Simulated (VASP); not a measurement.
A run of VASP 6.6.1 is set up as follows.

File INCAR:

```
SYSTEM = Si2W
PREC = Accurate ; ENCUT = 520
EDIFF = 1E-6 ; ISMEAR = 0
SIGMA = 0.15 ; LREAL = .FALSE.
LASPH = .TRUE. ; NELM = 80
ALGO = Normal ; ISIF = 2
LWAVE = .FALSE. ; LCHARG = .FALSE.
GGA = PE ; NBANDS = 18
```

The input KPOINTS:

```
regular mesh
0
G
  18 18 18
  0 0 0
```

The input POSCAR:

```
Si2W
1.0
   -1.4779592555      1.4779592555      4.3193359242
    1.4779592555     -1.4779592555      4.3193359242
    1.4779592555      1.4779592555     -4.3193359242
Si W
2 1
Direct
    0.3345726944      0.3345726944      0.0000000000
    0.6654273056      0.6654273056      0.0000000000
    0.0000000000      0.0000000000      0.0000000000
```

Potentials or basis: VASP PAW PBE potentials, release 64 (Si, W_sv).

The run is started by

```bash
$ cat potpaw_PBE.64/Si/POTCAR potpaw_PBE.64/W_sv/POTCAR > POTCAR
$ mpirun -np 1 vasp_std > vasp.out
```

(1) Predict the pressure.

(2) Predict the band gap on the k mesh.

(3) Predict the largest force.

Results:

(1) 25.0 GPa.

(2) zero (bands 11 and 12 overlap by 2.59 eV).

(3) 0.219 eV/Å.

Caveat: the cell stands under pressure; spin-orbit coupling is left out, which moves the levels of the heavy elements.
